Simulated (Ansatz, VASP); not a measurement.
Mg: VASP beside Ansatz

The input INCAR:

```
SYSTEM = Mg
PREC = Accurate
ENCUT = 600
EDIFF = 1E-6
ISMEAR = 1
SIGMA = 0.1
LREAL = .False.
LASPH = .True.
NELM = 120
ALGO = Normal
ISIF = 2
LWAVE = .False.
LCHARG = .False.
GGA = B5
ALDAX = 1.0
AGGAX = 1.0
AGGAC = 1.0
ALDAC = 0.0
NBANDS = 7
GGA_COMPAT = .False.
```

KPOINTS

```
regular mesh
0
Gamma
  8 8 8
  0 0 0
```

Contents of POSCAR:

```
Mg
1.0
    0.0000000000      2.2442560000      2.2442560000
    2.2442560000      0.0000000000      2.2442560000
    2.2442560000      2.2442560000      0.0000000000
Mg
1
Direct
    0.0000000000      0.0000000000      0.0000000000
```

Input for Ansatz:

```yaml
crystal:
  lattice:
    bravais: fcc
    a: 4.488512
  space_group: 225
  atoms:
    - { symbol: Mg, position: [0.0, 0.0, 0.0] }
  reduce_to_primitive: true
kpoints:
  mp_grid:
    grid: [8, 8, 8]
    shift: [0.0, 0.0, 0.0]
hamiltonian:
  xc: blyp
  pseudopotentials:
    kind: paw
scf:
  occupations:
    method: methfessel_paxton
output:
  forces: true
  stress: true
```

Alike in both runs: task single point; functional BLYP; k mesh 8 × 8 × 8; no spin polarisation.

|  | VASP | Ansatz |
| --- | --- | --- |
| version | VASP 6.6.1 | Ansatz 0.2.0 |
| potentials or method | VASP PAW PBE potentials, release 64 (Mg) | plane waves, PAW |
| plane-wave cutoff (eV) | 600 | 420 |
| occupations | methfessel-paxton of order 1, width 0.1 eV | methfessel-paxton of order 1 |
| valence electrons in the cell | 2 | 10 |

```csv
,VASP,Ansatz,Ansatz less VASP
pressure (GPa),1.7,1.7,+0.04
```

VASP's potentials were made for PBE, not for BLYP. VASP's potentials hold 2 valence electrons a cell and Ansatz's 10, so a difference there can come from the potentials and not from the codes.
